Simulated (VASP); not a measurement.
# RbOs (Pmma) in VASP: further runs

The runs below take RbOs through single point, relaxation of cell and atoms, with PBE.

Program: VASP 6.6.1. These are calculated values, not measurements. Logs are shortened: lines on timing, memory, paths and dates and some standing lists are left out, and cuts for length are marked.

## 1. The cell of the first run

The structure is orthorhombic, space group Pmma (No. 51). Conventional cell: a = 4.248 Å, b = 2.960 Å, c = 10.721 Å, α = 90.00°, β = 90.00°, γ = 90.00°. Within 3.9 Å of Rb (site symmetry mm2) lie 2 Rb at 2.96 Å and 6 Os at 3.56 to 3.75 Å. Within 3.1 Å of Os (site symmetry mm2) lie 4 Os at 2.35 to 2.96 Å.

## 2. Single point, PBE

Input file INCAR:

```
SYSTEM = RbOs
  PREC = Accurate
  ENCUT = 520
  EDIFF = 1E-6
  ISMEAR = 0
  SIGMA = 0.1
  LREAL = .False.
  LASPH = .True.
  NELM = 60
  ALGO = Normal
  ISIF = 2
  LWAVE = .False.
  LCHARG = .False.
  GGA = PE
  NBANDS = 25
```

Input file KPOINTS:

```
Automatic mesh
0
Gamma
  4 6 4
  0 0 0
```

Input file POSCAR:

```
RbOs
1.0
    4.2476071180      0.0000000000      0.0000000000
    0.0000000000      2.9601426998      0.0000000000
    0.0000000000      0.0000000000     10.7214986996
Rb Os
2 2
Direct
    0.7500000000      0.0000000000      0.7254400629
    0.2500000000      0.0000000000      0.2745599371
    0.7500000000      0.5000000000      0.0466738299
    0.2500000000      0.5000000000      0.9533261701
```

Potentials or basis: VASP PAW PBE potentials, release 64 (Rb_sv, Os).

Started as:

```
> cat potpaw_PBE.64/Rb_sv/POTCAR potpaw_PBE.64/Os/POTCAR > POTCAR
> mpirun -np 1 vasp_std > vasp.out
```

OUTCAR:

```text
SYSTEM = RbOs
   PREC = Accurate
   ENCUT = 520
   EDIFF = 1E-6
   ISMEAR = 0
   LREAL = .False.
   LASPH = .True.
   NELM = 60
   ISIF = 2
   GGA = PE

 ion  position               nearest neighbor table
   1  0.750  0.000  0.725-   4 3.56   4 3.56   4 3.56   4 3.56   3 3.75   3 3.75   2 5.28   2 5.28

   2  0.250  0.000  0.275-   3 3.56   3 3.56   3 3.56   3 3.56   4 3.75   4 3.75   1 5.28   1 5.28

   3  0.750  0.500  0.047-   4 2.35   4 2.35   2 3.56   2 3.56   2 3.56   2 3.56   1 3.75   1 3.75

   4  0.250  0.500  0.953-   3 2.35   3 2.35   1 3.56   1 3.56   1 3.56   1 3.56   2 3.75   2 3.75

  LATTYP: Found a simple orthorhombic cell.
 ALAT       =     2.9601426998
 B/A-ratio  =     1.4349332275
 C/A-ratio  =     3.6219533269

  Lattice vectors:

 A1 = (   0.0000000000,  -2.9601426998,   0.0000000000)
 A2 = (   4.2476071180,   0.0000000000,   0.0000000000)
 A3 = (   0.0000000000,   0.0000000000,  10.7214986996)

Analysis of symmetry for initial positions (statically):
=====================================================================
 Subroutine PRICEL returns:
 Original cell was already a primitive cell.

 Routine SETGRP: Setting up the symmetry group for a
 simple orthorhombic supercell.

 Subroutine GETGRP returns: Found  8 space group operations
 (whereof  4 operations were pure point group operations)
 out of a pool of  8 trial point group operations.

The static configuration has the point symmetry C_2h.
 The point group associated with its full space group is D_2h.

Analysis of symmetry for dynamics (positions and initial velocities):
=====================================================================
 Subroutine PRICEL returns:
 Original cell was already a primitive cell.

 Routine SETGRP: Setting up the symmetry group for a
 simple orthorhombic supercell.

 Subroutine GETGRP returns: Found  8 space group operations
 (whereof  4 operations were pure point group operations)
 out of a pool of  8 trial point group operations.

The dynamic configuration has the point symmetry C_2h.
 The point group associated with its full space group is D_2h.

 Subroutine INISYM returns: Found  8 space group operations
 (whereof  4 operations are pure point group operations),
 and found     1 'primitive' translations

----------------------------------------------------------------------------------------

                                     Primitive cell

  volume of cell :     134.8070

  direct lattice vectors                    reciprocal lattice vectors
     4.247607118  0.000000000  0.000000000     0.235426670  0.000000000  0.000000000
     0.000000000  2.960142700  0.000000000     0.000000000  0.337821552  0.000000000
     0.000000000  0.000000000 10.721498700     0.000000000  0.000000000  0.093270542

  length of vectors
     4.247607118  2.960142700 10.721498700     0.235426670  0.337821552  0.093270542

  position of ions in fractional coordinates (direct lattice)
     0.750000000  0.000000000  0.725440063
     0.250000000  0.000000000  0.274559937
     0.750000000  0.500000000  0.046673830
     0.250000000  0.500000000  0.953326170

  ion indices of the primitive-cell ions
   primitive index   ion index
                 1           1
                 2           2
                 3           3
                 4           4

----------------------------------------------------------------------------------------

 KPOINTS: Automatic mesh

Automatic generation of k-mesh.
 Grid dimensions read from file:
 generate k-points for:    4    6    4

 Generating k-lattice:

  Cartesian coordinates                     Fractional coordinates (reciprocal lattice)
     0.058856668  0.000000000  0.000000000     0.250000000  0.000000000  0.000000000
     0.000000000  0.056303592  0.000000000     0.000000000  0.166666667  0.000000000
     0.000000000  0.000000000  0.023317636     0.000000000  0.000000000  0.250000000

  Length of vectors
     0.058856668  0.056303592  0.023317636

  Shift w.r.t. Gamma in fractional coordinates (k-lattice)
     0.000000000  0.000000000  0.000000000

 Subroutine IBZKPT returns following result:
 ===========================================

 Found     36 irreducible k-points:

 Following reciprocal coordinates:
            Coordinates               Weight
  0.000000  0.000000  0.000000      1.000000
  0.250000  0.000000  0.000000      2.000000
  0.500000  0.000000  0.000000      1.000000
  0.000000  0.166667  0.000000      2.000000
  0.250000  0.166667  0.000000      4.000000
  0.500000  0.166667  0.000000      2.000000
[... 16 lines left out ...]
  0.250000  0.500000  0.250000      4.000000
  0.500000  0.500000  0.250000      2.000000
 [... further k-points ...]
   k-points           NKPTS =     36   k-points in BZ     NKDIM =     36   number of bands    NBANDS=     25
   number of dos      NEDOS =    301   number of ions     NIONS =      4
   total plane-waves  NPLWV =  61440
   dimension x,y,z NGX =    32 NGY =   24 NGZ =   80
   dimension x,y,z NGXF=    64 NGYF=   48 NGZF=  160
   ions per type =               2   2
   NGX,Y,Z   is equivalent  to a cutoff of  12.52, 13.48, 12.40 a.u.
   NGXF,Y,Z  is equivalent  to a cutoff of  25.05, 26.96, 24.81 a.u.
 SYSTEM =  RbOs
   PREC   = accura    normal or accurate (medium, high low for compatibility)
   ISTART =      0    job   : 0-new  1-cont  2-samecut
   ICHARG =      2    charge: 1-file 2-atom 10-const
   ISPIN  =      1    spin polarized calculation?
   LNONCOLLINEAR =      F non collinear calculations
   LSORBIT =      F    spin-orbit coupling
   LASPH  =      T    aspherical Exc in radial PAW
   ENCUT  =  520.0 eV  38.22 Ry    6.18 a.u.   7.90  5.50 19.93*2*pi/ulx,y,z
   NELM   =     60;   NELMIN=  2; NELMDL= -5     # of ELM steps
   EDIFF  = 0.1E-05   stopping-criterion for ELM
   LREAL  =      F    real-space projection
   EDIFFG = 0.1E-04   stopping-criterion for IOM
   NSW    =      0    number of steps for IOM
   IBRION =     -1    ionic relax: 0-MD 1-quasi-New 2-CG
   NFREE  =      0    steps in history (QN), initial steepest desc. (CG)
   ISIF   =      2    stress and relaxation
   ISYM   =      2    0-nonsym 1-usesym 2-fastsym
   POTIM  = 0.5000    time-step for ionic-motion
   TEBEG  =    0.0;   TEEND  =   0.0 temperature during run
   PSTRESS=    0.0 pullay stress
   NELECT =      34.0000    total number of electrons
   NUPDOWN=      -1.0000    fix difference up-down
   EMIN   =  10.00;   EMAX   =-10.00  energy-range for DOS
   EFERMI =   0.00;   METHOD = LEGACY
   ISMEAR =     0;   SIGMA  =   0.10  broadening in eV -4-tet -1-fermi 0-gaus
   EFERMI_NEDOS =   21; number of points for ismear=-14 and -15
   IALGO  =     38    algorithm
   IMIX   =      4    mixing-type and parameters
     AMIX     =   0.40;   BMIX     =  1.00
     AMIX_MAG =   1.60;   BMIX_MAG =  1.00
  volume/ion in A,a.u.               =      33.70       227.43
  Fermi-wavevector in a.u.,A,eV,Ry     =   1.034341  1.954621 14.556340  1.069861
  Thomas-Fermi vector in A             =   2.168631
   LORBIT       =      0    0 simple, 1 ext, 2 COOP (PROOUT), +10 PAW based schemes
   GGA     = PE    functional components
   LHFCALC =     F    Hartree Fock is set to
   AEXX    =    0.0000 exact exchange contribution
   IVDW    =     0    specifies the selected vdW correction
   LEPSILON=     F    determine dielectric tensor
   LRPA    =     F    only Hartree local field effects (RPA)
 non-spin polarized calculation
 Gauss-broadening in eV      SIGMA  =   0.10
  energy-cutoff  :      520.00
  volume of cell :      134.81
 maximum number of plane-waves:      3658
 NGX is ok and might be reduce to    32
   NGX = 15   NGY = 11   NGZ = 39

 number of electron      34.0000002 magnetization

 Free energy of the ion-electron system (eV)
  ---------------------------------------------------
  ext. energy  EPLUGINS =         0.00000000
  ---------------------------------------------------
  free energy    TOTEN  =       -20.05673427 eV

  energy without entropy =      -20.04593547  energy(sigma->0) =      -20.05133487

 E-fermi :   2.5794     XC(G=0):  -8.5158

 val. band max:        2.5486284555   @ k =   0.0000   0.5000   0.5000
 cond. band min:       2.5846255444   @ k =   0.0000   0.0000   0.5000
 fundamental gap:      0.0359970888
 Fermi energy:         2.5793962541

 k-point     1 :       0.0000    0.0000    0.0000
  band No.  band energies     occupation
      1     -26.2585      2.00000
      2     -26.2572      2.00000
      3     -10.3443      2.00000
      4     -10.2659      2.00000
      5     -10.1656      2.00000
      6     -10.1638      2.00000
[... 17 lines left out ...]
     24       5.4320      0.00000
     25       5.7129      0.00000

 k-point     2 :       0.2500    0.0000    0.0000
  band No.  band energies     occupation
      1     -26.2511      2.00000
      2     -26.2502      2.00000
      3     -10.3299      2.00000
      4     -10.3257      2.00000
      5     -10.3002      2.00000
      6     -10.2532      2.00000
[... 17 lines left out ...]
     24       5.3821      0.00000
     25       5.7633      0.00000

 k-point     3 :       0.5000    0.0000    0.0000
  band No.  band energies     occupation
      1     -26.2433      2.00000
      2     -26.2433      2.00000
      3     -10.4776      2.00000
      4     -10.4776      2.00000
      5     -10.2529      2.00000
      6     -10.2529      2.00000
[... 552 lines left out ...]
 k-point    23 :       0.2500    0.5000    0.2500
  band No.  band energies     occupation
      1     -25.7065      2.00000
      2     -25.7061      2.00000
      3     -11.9291      2.00000
      4     -11.9246      2.00000
      5      -9.7497      2.00000
      6      -9.7474      2.00000
[... 17 lines left out ...]
     24       5.9623      0.00000
     25       6.6546      0.00000

 k-point    24 :       0.5000    0.5000    0.2500
  band No.  band energies     occupation
      1     -25.7004      2.00000
      2     -25.7004      2.00000
      3     -11.9070      2.00000
      4     -11.9070      2.00000
      5      -9.8555      2.00000
      6      -9.8555      2.00000
[... 17 lines left out ...]
     24       6.4133      0.00000
     25       6.9751      0.00000

 [... further k-points ...]

------------------------ aborting loop because EDIFF is reached ----------------------------------------

  FORCE on cell =-STRESS in cart. coord.  units (eV):
  Direction    XX          YY          ZZ          XY          YZ          ZX
  --------------------------------------------------------------------------------------
  -------------------------------------------------------------------------------------
  Total       -0.5261705      0.0896141     -0.1314761      0.0000000      0.0000000      0.0000000
  in kB       -6.2535209      1.0650606     -1.5625901      0.0000000      0.0000000      0.0000000
  external PRESSURE =      -2.2503501 kB  Pullay stress =       0.0000000 kB

 VOLUME and BASIS-vectors are now :
 -----------------------------------------------------------------------------
  energy-cutoff  :      520.00
  volume of cell :      134.81
      direct lattice vectors                 reciprocal lattice vectors
     4.247607118  0.000000000  0.000000000     0.235426670  0.000000000  0.000000000
     0.000000000  2.960142700  0.000000000     0.000000000  0.337821552  0.000000000
     0.000000000  0.000000000 10.721498700     0.000000000  0.000000000  0.093270542

 POSITION                                       TOTAL-FORCE (eV/Angst)
 -----------------------------------------------------------------------------------
      3.18571      0.00000      7.77780        -0.000000     -0.000000      0.006338
      1.06190      0.00000      2.94369        -0.000000     -0.000000     -0.006338
      3.18571      1.48007      0.50041         0.000000     -0.000000     -0.089586
      1.06190      1.48007     10.22109         0.000000      0.000000      0.089586
 -----------------------------------------------------------------------------------
    total drift:                                0.000000      0.000000      0.000000

  FREE ENERGIE OF THE ION-ELECTRON SYSTEM (eV)
  ---------------------------------------------------
  free  energy   TOTEN  =       -20.0567342682 eV

  energy  without entropy=      -20.0459354683  energy(sigma->0) =      -20.05133487
```

Run time: 45 s. Hardware: 1 thread of Intel Xeon 6975P-C (Granite Rapids), shared host; peak memory 0.29 GiB.

What came out:

| Property | Result |
| --- | --- |
| Free energy | -20.0567 eV |
| Pressure | -0.2 GPa |
| Largest force | 0.090 eV/Å |
| Band gap on the k mesh | zero (bands 17 and 18 overlap by 1.65 eV) |

Forces in eV/Å, atoms in the order of the input:
```
Rb   0.000  0.000  0.006
Rb   0.000  0.000 -0.006
Os   0.000  0.000 -0.090
Os   0.000  0.000  0.090
```

Caveat: the k points lie up to 0.37 Å⁻¹ apart, too coarse for converged energies and pressures of a metal; spin-orbit coupling is left out, which moves the levels of the heavy elements.

## 3. Relaxation of cell and atoms, PBE

This run uses another cell than the first one, of 27.27 Å³/atom.

Input file INCAR:

```
PREC = Accurate ; ENCUT = 600
EDIFF = 1E-6 ; ISMEAR = 0
SIGMA = 0.1 ; LREAL = F
LASPH = T ; NELM = 80
ALGO = Normal ; ISIF = 3
LWAVE = F ; LCHARG = F
GGA = PE ; IBRION = 2
NSW = 90 ; EDIFFG = -0.04
```

Input file KPOINTS:

```
regular mesh
0
Gamma
  4 6 4
```

Input file POSCAR:

```
RbOs
1.0
    5.4450969735      0.0000000000      0.0000000000
    0.0000000000      3.6033729971      0.0000000000
    0.0000000000      0.0000000000      5.5594897670
Rb Os
2 2
Direct
    0.7500000000      0.0000000000      0.6870000000
    0.2500000000      0.0000000000      0.3130000000
    0.7500000000      0.5000000000      0.1880000000
    0.2500000000      0.5000000000      0.8120000000
```

Potentials or basis: VASP PAW PBE potentials, release 64 (Rb_sv, Os).

Started as:

```
> cat potpaw_PBE.64/Rb_sv/POTCAR potpaw_PBE.64/Os/POTCAR > POTCAR
> mpirun -np 1 vasp_std > vasp.out
```

OUTCAR:

```text
PREC = Accurate
   ENCUT = 600
   EDIFF = 1E-6
   ISMEAR = 0
   LREAL = F
   LASPH = T
   NELM = 80
   ISIF = 3
   GGA = PE
   IBRION = 2
   NSW = 90
   EDIFFG = -0.04

 ion  position               nearest neighbor table
   1  0.750  0.000  0.687-   3 3.31   3 3.31   3 3.32   3 3.32   4 3.34   4 3.34   4 3.34   4 3.34
                             2 3.43   2 3.43   2 4.42   2 4.42   2 4.97   2 4.97   2 4.97   2 4.97
   2  0.250  0.000  0.313-   4 3.31   4 3.31   4 3.32   4 3.32   3 3.34   3 3.34   3 3.34   3 3.34
                             1 3.43   1 3.43   1 4.42   1 4.42   1 4.97   1 4.97   1 4.97   1 4.97
   3  0.750  0.500  0.188-   1 3.31   1 3.31   1 3.32   1 3.32   2 3.34   2 3.34   2 3.34   2 3.34

   4  0.250  0.500  0.812-   2 3.31   2 3.31   2 3.32   2 3.32   1 3.34   1 3.34   1 3.34   1 3.34

  LATTYP: Found a simple orthorhombic cell.
 ALAT       =     3.6033729971
 B/A-ratio  =     1.5111111111
[... 199 lines left out ...]
  in kB      -28.3824121    -29.1307056      6.7410401      0.0000000      0.0000000     -0.0000000
  external PRESSURE =     -16.9240259 kB  Pullay stress =       0.0000000 kB
[... 1266 lines left out ...]
     20       6.4773      0.00000
     21       7.8357      0.00000

 [... further k-points ...]

[... ionic steps 4 to 43 ...]

--------------------------------------- Ionic step       44  -------------------------------------------

 number of electron      33.9999998 magnetization

------------------------ aborting loop because EDIFF is reached ----------------------------------------
[... 71 lines left out ...]
--------------------------------------- Ionic step       46  -------------------------------------------

 number of electron      34.0000000 magnetization

 Free energy of the ion-electron system (eV)
  ---------------------------------------------------
  ext. energy  EPLUGINS =         0.00000000
  ---------------------------------------------------
  free energy    TOTEN  =       -19.93889304 eV

  energy without entropy =      -19.93162462  energy(sigma->0) =      -19.93525883

 E-fermi :   2.9137     XC(G=0):  -8.8298

 val. band max:        2.8774371274   @ k =   0.0000   0.5000   0.5000
 cond. band min:       2.9251418718   @ k =   0.2500   0.0000   0.0000
 fundamental gap:      0.0477047444
 Fermi energy:         2.9137102120
[... 607 lines left out ...]
  FREE ENERGIE OF THE ION-ELECTRON SYSTEM (eV)
  ---------------------------------------------------
  free  energy   TOTEN  =       -19.9388930363 eV

  energy  without entropy=      -19.9316246156  energy(sigma->0) =      -19.93525883

 reached required accuracy - stopping structural energy minimisation
```

OSZICAR:

```text
N       E                     dE             d eps       ncg     rms          rms(c)
DAV:   1     0.236885598065E+03    0.23689E+03   -0.16680E+04  1512   0.162E+03
DAV:   2     0.937906886901E+01   -0.22751E+03   -0.21656E+03  1917   0.406E+02
DAV:   3    -0.120866722261E+02   -0.21466E+02   -0.20023E+02  2157   0.970E+01
[... 476 lines left out ...]
DAV:   3    -0.199389437054E+02    0.22550E-03   -0.58316E-04  1690   0.144E-01    0.465E-02
DAV:   4    -0.199388827953E+02    0.60910E-04   -0.38206E-04  2257   0.101E-01    0.179E-02
DAV:   5    -0.199388887333E+02   -0.59380E-05   -0.28326E-05  1978   0.277E-02    0.104E-02
DAV:   6    -0.199388931516E+02   -0.44182E-05   -0.57574E-06  1842   0.140E-02    0.383E-03
DAV:   7    -0.199388930363E+02    0.11531E-06   -0.11385E-06   944   0.601E-03
  46 F= -.19938893E+02 E0= -.19935259E+02  d E =-.256781E-02
```

CONTCAR:

```text
RbOs
   1.00000000000000
     4.2474615768311228    0.0000000000000000   -0.0000000000000001
     0.0000000000000000    2.9787985463096196    0.0000000000000000
    -0.0000000000000001    0.0000000000000000   10.0171022862898145
  Rb              Os
     2     2
Direct
     0.7500000000000000    0.0000000000000000    0.7124160395468522
     0.2500000000000000    0.0000000000000000    0.2875839604531479
     0.7500000000000000    0.5000000000000000    0.0494533108267895
     0.2500000000000000    0.5000000000000000    0.9505466891732107

  0.00000000E+00  0.00000000E+00  0.00000000E+00
  0.00000000E+00  0.00000000E+00  0.00000000E+00
  0.00000000E+00  0.00000000E+00  0.00000000E+00
  0.00000000E+00  0.00000000E+00  0.00000000E+00
```

Wall time 21 min (1 thread of Intel Xeon 6975P-C (Granite Rapids), shared host); peak memory 0.34 GiB.

What came out:

- Free energy: -19.9389 eV
- Relaxed volume: 31.68 Å³/atom
- Relaxed cell: a = 4.247 Å, b = 2.979 Å, c = 10.017 Å, α = 90.00°, β = 90.00°, γ = 90.00°
- Space group after relaxing (to 0.1 Å): Pmma (No. 51)
- Pressure after relaxing: 0.0 GPa
- Largest force after relaxing: 0.035 eV/Å
- Band gap on the k mesh: zero (bands 17 and 18 overlap by 1.71 eV)

Forces in eV/Å, atoms in the order of the input:
```
Rb   0.000  0.000  0.035
Rb   0.000  0.000 -0.035
Os   0.000  0.000 -0.033
Os   0.000  0.000  0.033
```

Final structure:
```xyz
4
Lattice="4.2475 0.0000 0.0000 0.0000 2.9788 0.0000 0.0000 0.0000 10.0171" Properties=species:S:1:pos:R:3 pbc="T T T"
Rb    3.1856    0.0000    7.1363
Rb    1.0619    0.0000    2.8808
Os    3.1856    1.4894    0.4954
Os    1.0619    1.4894    9.5217
```

Levels at points of the mesh, in eV from the Fermi level:
| k point | band 13 | band 14 | band 15 | band 16 | band 17 | band 18 | band 19 | band 20 |
| --- | --- | --- | --- | --- | --- | --- | --- | --- |
| (0.00, 0.00, 0.00) | -2.50 | -2.28 | -2.09 | -1.75 | -1.16 | -0.29 | -0.10 | -0.05 |
| (0.50, 0.00, 0.00) | -2.13 | -2.13 | -1.59 | -1.59 | 0.23 | 0.23 | 0.93 | 0.93 |
| (0.00, 0.50, 0.00) | -2.48 | -2.01 | -1.25 | -0.73 | -0.14 | 0.48 | 1.01 | 1.40 |
| (0.50, 0.50, 0.00) | -1.74 | -1.74 | -1.27 | -1.27 | 0.83 | 0.83 | 2.39 | 2.39 |
| (0.00, 0.00, 0.50) | -2.50 | -2.28 | -1.86 | -1.76 | -1.72 | -0.11 | -0.05 | 0.60 |
| (0.50, 0.00, 0.50) | -2.14 | -2.14 | -1.59 | -1.59 | 0.21 | 0.21 | 1.06 | 1.06 |
| (0.00, 0.50, 0.50) | -2.48 | -2.01 | -1.25 | -0.72 | -0.04 | 0.48 | 0.74 | 1.91 |
| (0.50, 0.50, 0.50) | -1.76 | -1.76 | -1.27 | -1.27 | 1.14 | 1.14 | 1.95 | 1.95 |

Caveat: the volume moved by over 15 % at a fixed basis, so the end points are rough; spin-orbit coupling is left out, which moves the levels of the heavy elements.
